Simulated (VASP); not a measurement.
Wanted: the native input for a VASP 6.6.1 run.

```yaml
Task: single point
Functional: PBE
Potentials_or_basis: VASP PAW PBE potentials, release 64 (Si, Br)
Cutoff: 520 eV
k_mesh: 4 × 4 × 4
Occupations: gaussian, width 0.1 eV
Spin: no spin polarisation
Dipole_correction: no
Further_INCAR_settings: ALGO = Normal; EDIFF = 1e-06; NBANDS = 26
```

The structure of Si5Br2 lies in POSCAR:

```
Si5Br2
1.0
    3.6538826683      0.0000000000      0.0000000000
    0.0000000000      3.6538826683      0.0000000000
    0.0000000000      0.0000000000     12.2644174919
Si Br
5 2
Direct
    0.0000000000      0.5000000000      0.0000000000
    0.5000000000      0.0000000000      0.0000000000
    0.0000000000      0.0000000000      0.1411389454
    0.0000000000      0.0000000000      0.8588610546
    0.5000000000      0.5000000000      0.5000000000
    0.5000000000      0.5000000000      0.7102125726
    0.5000000000      0.5000000000      0.2897874274
```

The cell was built from a structure type or drawn by symmetry, and may not be a known phase.

One way to write it, as run:

INCAR

```
SYSTEM = Si5Br2
PREC = Accurate
ENCUT = 520
EDIFF = 1E-6
ISMEAR = 0
SIGMA = 0.1
LREAL = .False.
LASPH = .True.
NELM = 100
ALGO = Normal
ISIF = 2
LWAVE = .False.
LCHARG = .True.
GGA = PE
LELF = .True.
LVHAR = .True.
NBANDS = 26
```

KPOINTS

```
regular mesh
0
Gamma
  4 4 4
  0 0 0
```

Potentials or basis: VASP PAW PBE potentials, release 64 (Si, Br).

Launch:

```console
$ cat potpaw_PBE.64/Si/POTCAR potpaw_PBE.64/Br/POTCAR > POTCAR
$ mpirun -np 1 vasp_std > vasp.out
```

Results of the run:

```
Pressure               : 0.0 GPa
Largest force          : 0.027 eV/Å
Band gap on the k mesh : zero (bands 17 and 18 overlap by 1.33 eV)
```

Caveat: the k points lie up to 0.43 Å⁻¹ apart, too coarse for converged energies and pressures of a metal.

It took 2.3 min on 1 thread of Oxide Virtual Turin-like Processor, on a shared host, peak memory 0.24 GiB.
